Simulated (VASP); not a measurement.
# CaCo2 (P6/mmm) in VASP: further runs

The runs below take CaCo2 through single point, with PBEsol.

All numbers are computed with VASP 6.6.1; they aren't measurements. Logs are shortened: lines on timing, memory, paths and dates and some standing lists are left out, and cuts for length are marked.

## 1. The cell of the first run

Symmetry: P6/mmm, No. 191, hexagonal system. The conventional cell has a = 3.763 Å, b = 3.763 Å, c = 4.394 Å, α = 90.00°, β = 90.00°, γ = 120.00°. Ca (site symmetry 6/mmm) has 12 Co at 3.09 Å and 6 Ca at 3.76 Å within 4.1 Å. Co (site symmetry -6m2) has 3 Co at 2.17 Å within 2.9 Å.

## 2. Single point, PBEsol, collinear spin, ferromagnetic start (17.96 Å³/atom)

INCAR reads:

```
  ALGO = Normal
  EDIFF = 1E-6
  ENCUT = 520
  GGA = PS
  ISIF = 2
  ISMEAR = 0
  ISPIN = 2
  LASPH = T
  LCHARG = F
  LMAXMIX = 4
  LORBIT = 11
  LREAL = F
  LWAVE = F
  MAGMOM = 0 1.34 1.34
  NBANDS = 25
  NELM = 150
  PREC = Accurate
  SIGMA = 0.05
```

KPOINTS reads:

```
k-points
0
Gamma
  10 10 8
```

POSCAR reads:

```
CaCo2
1.0
    3.7626576313      0.0000000000      0.0000000000
   -1.8813288157      3.2585570945      0.0000000000
    0.0000000000      0.0000000000      4.3944463136
Ca Co
1 2
Direct
    0.0000000000      0.0000000000      0.0000000000
    0.3333333333      0.6666666667      0.5000000000
    0.6666666667      0.3333333333      0.5000000000
```

Potentials or basis: VASP PAW PBE potentials, release 64 (Ca_sv, Co).

Command:

```console
cat potpaw_PBE.64/Ca_sv/POTCAR potpaw_PBE.64/Co/POTCAR > POTCAR
mpirun -np 1 vasp_std > vasp.out
```

OUTCAR:

```text
EDIFF = 1E-6
   ENCUT = 520
   GGA = PS
   ISIF = 2
   ISMEAR = 0
   ISPIN = 2
   LASPH = T
   LORBIT = 11
   LREAL = F
   NELM = 150
   PREC = Accurate

 ion  position               nearest neighbor table
   1  0.000  0.000  0.000-   2 3.09   3 3.09   2 3.09   3 3.09   3 3.09   3 3.09   2 3.09   2 3.09
                             3 3.09   3 3.09   2 3.09   2 3.09
   2  0.333  0.667  0.500-   3 2.17   3 2.17   3 2.17   1 3.09   1 3.09   1 3.09   1 3.09   1 3.09
                             1 3.09
   3  0.667  0.333  0.500-   2 2.17   2 2.17   2 2.17   1 3.09   1 3.09   1 3.09   1 3.09   1 3.09
                             1 3.09

  LATTYP: Found a hexagonal cell.
 ALAT       =     3.7626576313
 C/A-ratio  =     1.1679102231

  Lattice vectors:

 A1 = (   3.7626576313,   0.0000000000,   0.0000000000)
 A2 = (  -1.8813288157,   3.2585570945,   0.0000000000)
 A3 = (   0.0000000000,   0.0000000000,   4.3944463136)

Analysis of symmetry for initial positions (statically):
=====================================================================
 Subroutine PRICEL returns:
 Original cell was already a primitive cell.

 Routine SETGRP: Setting up the symmetry group for a
 hexagonal supercell.

 Subroutine GETGRP returns: Found 24 space group operations
 (whereof 24 operations were pure point group operations)
 out of a pool of 24 trial point group operations.

The static configuration has the point symmetry D_6h.

Analysis of symmetry for dynamics (positions and initial velocities):
=====================================================================
 Subroutine PRICEL returns:
 Original cell was already a primitive cell.

 Routine SETGRP: Setting up the symmetry group for a
 hexagonal supercell.

 Subroutine GETGRP returns: Found 24 space group operations
 (whereof 24 operations were pure point group operations)
 out of a pool of 24 trial point group operations.

The dynamic configuration has the point symmetry D_6h.

Analysis of structural, dynamic, and magnetic symmetry:
=====================================================================
 Subroutine PRICEL returns:
 Original cell was already a primitive cell.

 Routine SETGRP: Setting up the symmetry group for a
 hexagonal supercell.

 Subroutine GETGRP returns: Found 24 space group operations
 (whereof 24 operations were pure point group operations)
 out of a pool of 24 trial point group operations.

The overall configuration has the point symmetry D_6h.

 Subroutine INISYM returns: Found 24 space group operations
 (whereof 24 operations are pure point group operations),
 and found     1 'primitive' translations

----------------------------------------------------------------------------------------

                                     Primitive cell

  volume of cell :      53.8796

  direct lattice vectors                    reciprocal lattice vectors
     3.762657631  0.000000000  0.000000000     0.265769596  0.153442148  0.000000000
    -1.881328816  3.258557094  0.000000000     0.000000000  0.306884296  0.000000000
     0.000000000  0.000000000  4.394446314     0.000000000  0.000000000  0.227559954

  length of vectors
     3.762657631  3.762657631  4.394446314     0.306884296  0.306884296  0.227559954

  position of ions in fractional coordinates (direct lattice)
     0.000000000  0.000000000  0.000000000
     0.333333333  0.666666667  0.500000000
     0.666666667  0.333333333  0.500000000

  ion indices of the primitive-cell ions
   primitive index   ion index
                 1           1
                 2           2
                 3           3

----------------------------------------------------------------------------------------

 KPOINTS: k-points

Automatic generation of k-mesh.
 Grid dimensions read from file:
 generate k-points for:   10   10    8

 Generating k-lattice:

  Cartesian coordinates                     Fractional coordinates (reciprocal lattice)
     0.026576960  0.015344215  0.000000000     0.100000000  0.000000000  0.000000000
     0.000000000  0.030688430  0.000000000     0.000000000  0.100000000  0.000000000
     0.000000000  0.000000000  0.028444994     0.000000000  0.000000000  0.125000000

  Length of vectors
     0.030688430  0.030688430  0.028444994

  Shift w.r.t. Gamma in fractional coordinates (k-lattice)
     0.000000000  0.000000000  0.000000000

 Subroutine IBZKPT returns following result:
 ===========================================

 Found     70 irreducible k-points:

 Following reciprocal coordinates:
            Coordinates               Weight
  0.000000  0.000000  0.000000      1.000000
  0.100000 -0.000000  0.000000      6.000000
  0.200000 -0.000000  0.000000      6.000000
  0.300000 -0.000000  0.000000      6.000000
  0.400000 -0.000000  0.000000      6.000000
  0.500000 -0.000000  0.000000      3.000000
[... 16 lines left out ...]
  0.300000  0.100000  0.125000     24.000000
  0.400000  0.100000  0.125000     24.000000
 [... further k-points ...]
   k-points           NKPTS =     70   k-points in BZ     NKDIM =     70   number of bands    NBANDS=     25
   number of dos      NEDOS =    301   number of ions     NIONS =      3
   total plane-waves  NPLWV =  28224
   dimension x,y,z NGX =    28 NGY =   28 NGZ =   36
   dimension x,y,z NGXF=    56 NGYF=   56 NGZF=   72
   ions per type =               1   2
   NGX,Y,Z   is equivalent  to a cutoff of  12.37, 12.37, 13.62 a.u.
   NGXF,Y,Z  is equivalent  to a cutoff of  24.74, 24.74, 27.24 a.u.
 SYSTEM =  unknown system
   PREC   = accura    normal or accurate (medium, high low for compatibility)
   ISTART =      0    job   : 0-new  1-cont  2-samecut
   ICHARG =      2    charge: 1-file 2-atom 10-const
   ISPIN  =      2    spin polarized calculation?
   LNONCOLLINEAR =      F non collinear calculations
   LSORBIT =      F    spin-orbit coupling
   LASPH  =      T    aspherical Exc in radial PAW
   ENCUT  =  520.0 eV  38.22 Ry    6.18 a.u.   7.00  7.00  8.17*2*pi/ulx,y,z
   NELM   =    150;   NELMIN=  2; NELMDL= -5     # of ELM steps
   EDIFF  = 0.1E-05   stopping-criterion for ELM
   LREAL  =      F    real-space projection
   EDIFFG = 0.1E-04   stopping-criterion for IOM
   NSW    =      0    number of steps for IOM
   IBRION =     -1    ionic relax: 0-MD 1-quasi-New 2-CG
   NFREE  =      0    steps in history (QN), initial steepest desc. (CG)
   ISIF   =      2    stress and relaxation
   ISYM   =      2    0-nonsym 1-usesym 2-fastsym
   POTIM  = 0.5000    time-step for ionic-motion
   TEBEG  =    0.0;   TEEND  =   0.0 temperature during run
   PSTRESS=    0.0 pullay stress
   NELECT =      28.0000    total number of electrons
   NUPDOWN=      -1.0000    fix difference up-down
   EMIN   =  10.00;   EMAX   =-10.00  energy-range for DOS
   EFERMI =   0.00;   METHOD = LEGACY
   ISMEAR =     0;   SIGMA  =   0.05  broadening in eV -4-tet -1-fermi 0-gaus
   EFERMI_NEDOS =   21; number of points for ismear=-14 and -15
   IALGO  =     38    algorithm
   IMIX   =      4    mixing-type and parameters
     AMIX     =   0.40;   BMIX     =  1.00
     AMIX_MAG =   1.60;   BMIX_MAG =  1.00
  volume/ion in A,a.u.               =      17.96       121.20
  Fermi-wavevector in a.u.,A,eV,Ry     =   1.316193  2.487243 23.570229  1.732363
  Thomas-Fermi vector in A             =   2.446322
   LORBIT       =     11    0 simple, 1 ext, 2 COOP (PROOUT), +10 PAW based schemes
   GGA     = PS    functional components
   LHFCALC =     F    Hartree Fock is set to
   AEXX    =    0.0000 exact exchange contribution
   IVDW    =     0    specifies the selected vdW correction
   LEPSILON=     F    determine dielectric tensor
   LRPA    =     F    only Hartree local field effects (RPA)
 spin polarized calculation
 Gauss-broadening in eV      SIGMA  =   0.05
  energy-cutoff  :      520.00
  volume of cell :       53.88
 maximum number of plane-waves:      1466
 NGX is ok and might be reduce to    28
   NGX = 13   NGY = 13   NGZ = 17

 number of electron      28.0000014 magnetization       2.1709057

 Free energy of the ion-electron system (eV)
  ---------------------------------------------------
  ext. energy  EPLUGINS =         0.00000000
  ---------------------------------------------------
  free energy    TOTEN  =       -16.93787370 eV

  energy without entropy =      -16.93541305  energy(sigma->0) =      -16.93664338

 E-fermi :   5.0474     XC(G=0): -10.7594

 val. band max:        5.0421853771   @ k =   0.2000  -0.0000   0.1250
 cond. band min:       5.0504394531   @ k =   0.3000   0.3000   0.1250
 fundamental gap:      0.0082540760
 Fermi energy:         5.0474465311

 spin component 1

 k-point     1 :       0.0000    0.0000    0.0000
  band No.  band energies     occupation
      1     -34.7305      1.00000
      2     -15.8035      1.00000
      3     -15.7975      1.00000
      4     -15.7975      1.00000
      5      -1.0049      1.00000
      6       1.9670      1.00000
[... 17 lines left out ...]
     24      15.3264      0.00000
     25      15.3264      0.00000
[... 621 lines left out ...]
      3     -15.8495      1.00000
      4     -15.7823      1.00000
      5       1.3529      1.00000
      6       1.8005      1.00000
[... 17 lines left out ...]
     24      13.3931      0.00000
     25      15.9783      0.00000

 [... further k-points ...]

 spin component 2

 k-point     1 :       0.0000    0.0000    0.0000
  band No.  band energies     occupation
      1     -34.7912      1.00000
      2     -15.8708      1.00000
      3     -15.8636      1.00000
      4     -15.8636      1.00000
      5      -1.0102      1.00000
      6       2.6198      1.00000
[... 17 lines left out ...]
     24      15.5415      0.00000
     25      15.5415      0.00000
[... 621 lines left out ...]
      3     -15.9173      1.00000
      4     -15.8488      1.00000
      5       1.9177      1.00000
      6       2.2972      1.00000
[... 17 lines left out ...]
     24      13.3816      0.00000
     25      16.0100      0.00000

 [... further k-points ...]
[... 5 lines left out ...]
  --------------------------------------------------------------------------------------
  -------------------------------------------------------------------------------------
  Total       -0.5572802     -0.5572802     -0.4707567      0.0000000     -0.0000000      0.0000000
  in kB      -16.5714304    -16.5714304    -13.9985434      0.0000000     -0.0000000      0.0000000
  external PRESSURE =     -15.7138014 kB  Pullay stress =       0.0000000 kB

 VOLUME and BASIS-vectors are now :
 -----------------------------------------------------------------------------
  energy-cutoff  :      520.00
  volume of cell :       53.88
      direct lattice vectors                 reciprocal lattice vectors
     3.762657631  0.000000000  0.000000000     0.265769596  0.153442148  0.000000000
    -1.881328816  3.258557094  0.000000000     0.000000000  0.306884296  0.000000000
     0.000000000  0.000000000  4.394446314     0.000000000  0.000000000  0.227559954

 POSITION                                       TOTAL-FORCE (eV/Angst)
 -----------------------------------------------------------------------------------
      0.00000      0.00000      0.00000        -0.000000      0.000000      0.000000
     -0.00000      2.17237      2.19722         0.000000     -0.000000     -0.000000
      1.88133      1.08619      2.19722        -0.000000     -0.000000      0.000000
 -----------------------------------------------------------------------------------
    total drift:                               -0.000000      0.000000     -0.000000

  FREE ENERGIE OF THE ION-ELECTRON SYSTEM (eV)
  ---------------------------------------------------
  free  energy   TOTEN  =       -16.9378737006 eV

  energy  without entropy=      -16.9354130538  energy(sigma->0) =      -16.93664338

 total charge

# of ion       s       p       d       tot
------------------------------------------
    1        2.062   5.851   0.253   8.166
    2        0.570   0.392   7.320   8.282
    3        0.570   0.392   7.320   8.282
--------------------------------------------------
tot          3.202   6.634  14.894  24.730

 magnetization (x)

# of ion       s       p       d       tot
------------------------------------------
    1       -0.008  -0.013  -0.050  -0.071
    2       -0.002  -0.024   1.247   1.221
    3       -0.002  -0.024   1.247   1.221
--------------------------------------------------
tot         -0.011  -0.061   2.443   2.372
```

Wall time 3.2 min (1 thread of Intel Xeon Platinum 8259CL at 2.50GHz (Skylake/Cascade Lake), shared host); peak memory 0.29 GiB.

What came out:

```yaml
Free_energy: -16.9379 eV
Pressure: -1.6 GPa
Net_moment: 2.17 μB per cell
Site_moments: Ca -0.07; Co +1.22 μB
Valence_electrons_inside_the_program's_atomic_spheres: Ca 8.17; Co 8.28
```

Stress tensor (GPa, compression positive):
```
-1.66  0.00  0.00
 0.00 -1.66  0.00
 0.00  0.00 -1.40
```

Levels at points of the mesh, in eV from the Fermi level:
Spin up:
| k point | band 11 | band 12 | band 13 | band 14 | band 15 | band 16 | band 17 | band 18 | band 19 | band 20 |
| --- | --- | --- | --- | --- | --- | --- | --- | --- | --- | --- |
| (0.00, 0.00, 0.00) | -2.12 | -2.12 | -1.01 | -1.01 | -0.79 | 1.99 | 2.61 | 3.59 | 3.59 | 5.49 |
| (0.50, 0.00, 0.00) | -2.10 | -1.68 | -1.53 | -0.62 | -0.33 | 0.66 | 2.46 | 3.20 | 4.23 | 5.36 |
| (0.00, 0.00, 0.50) | -2.20 | -2.20 | -2.04 | -0.92 | -0.92 | -0.66 | 4.39 | 4.39 | 4.47 | 5.14 |
| (0.50, 0.00, 0.50) | -1.70 | -1.28 | -0.64 | -0.60 | -0.32 | 0.57 | 1.45 | 1.74 | 2.63 | 5.48 |
Spin down:
| k point | band 10 | band 11 | band 12 | band 13 | band 14 | band 15 | band 16 | band 17 |
| --- | --- | --- | --- | --- | --- | --- | --- | --- |
| (0.00, 0.00, 0.00) | -1.21 | -1.13 | -1.13 | 0.29 | 0.36 | 0.36 | 1.90 | 2.72 |
| (0.50, 0.00, 0.00) | -1.39 | -1.28 | -0.68 | -0.63 | 0.88 | 0.88 | 1.76 | 2.75 |
| (0.00, 0.00, 0.50) | -1.29 | -1.17 | -1.16 | -1.16 | 0.46 | 0.52 | 0.52 | 4.34 |
| (0.50, 0.00, 0.50) | -0.91 | -0.79 | -0.76 | -0.02 | 0.84 | 0.90 | 1.51 | 1.67 |

Caveat: the PAW data sets were made with another functional, which shifts forces and pressure a little.

## 3. Single point, PBEsol, collinear spin, ferromagnetic start (18.31 Å³/atom)

This run uses another cell than the first one, of 18.31 Å³/atom.

INCAR reads:

```
SYSTEM = CaCo2
PREC = Accurate
ENCUT = 520
EDIFF = 1E-6
ISMEAR = 0
SIGMA = 0.05
LREAL = .False.
LASPH = .True.
NELM = 150
ALGO = Normal
ISIF = 2
LWAVE = .False.
LCHARG = .False.
ISPIN = 2
MAGMOM = 0 1.36 1.36
LORBIT = 11
LMAXMIX = 4
GGA = PS
NBANDS = 25
```

KPOINTS reads:

```
regular mesh
0
Gamma
  10 10 8
  0 0 0
```

POSCAR reads:

```
CaCo2
1.0
    3.7782534602      0.0000000000      0.0000000000
   -1.8891267301      3.2720634785      0.0000000000
    0.0000000000      0.0000000000      4.4436982399
Ca Co
1 2
Direct
    0.0000000000      0.0000000000      0.0000000000
    0.3333333333      0.6666666667      0.5000000000
    0.6666666667      0.3333333333      0.5000000000
```

Potentials or basis: VASP PAW PBE potentials, release 64 (Ca_sv, Co).

Command:

```console
cat potpaw_PBE.64/Ca_sv/POTCAR potpaw_PBE.64/Co/POTCAR > POTCAR
mpirun -np 1 vasp_std > vasp.out
```

It took 3.1 min on 1 thread of Intel Xeon Platinum 8259CL at 2.50GHz (Skylake/Cascade Lake), shared host; peak memory 0.29 GiB.

Results (log left out):

- Free energy: -16.9229 eV
- Pressure: -2.9 GPa
- Net moment: 2.19 μB per cell
- Site moments: Ca -0.07; Co +1.24 μB
- Valence electrons inside the program's atomic spheres: Ca 8.15; Co 8.26

Stress tensor (GPa, compression positive):
```
-3.04  0.00  0.00
 0.00 -3.04  0.00
 0.00  0.00 -2.74
```

Levels at points of the mesh, in eV from the Fermi level:
Spin up:
```csv
k point,band 13,band 14,band 15,band 16,band 17,band 18
"(0.00, 0.00, 0.00)",-1.02,-1.02,-0.80,1.89,2.54,3.57
"(0.50, 0.00, 0.00)",-1.52,-0.64,-0.35,0.62,2.40,3.15
"(0.00, 0.00, 0.50)",-2.05,-0.93,-0.93,-0.68,4.32,4.32
"(0.50, 0.00, 0.50)",-0.66,-0.63,-0.34,0.55,1.42,1.69
```
Spin down:
```tsv
k point	band 9	band 10	band 11	band 12	band 13	band 14	band 15	band 16	band 17	band 18
(0.00, 0.00, 0.00)	-1.18	-1.18	-1.09	-1.09	0.29	0.37	0.37	1.78	2.65	3.45
(0.50, 0.00, 0.00)	-1.72	-1.37	-1.26	-0.65	-0.62	0.88	0.88	1.74	2.69	3.30
(0.00, 0.00, 0.50)	-1.25	-1.25	-1.17	-1.14	-1.14	0.46	0.52	0.52	4.25	4.27
(0.50, 0.00, 0.50)	-1.60	-0.89	-0.78	-0.78	-0.02	0.84	0.90	1.48	1.66	1.96
```

Caveat: the PAW data sets were made with another functional, which shifts forces and pressure a little.
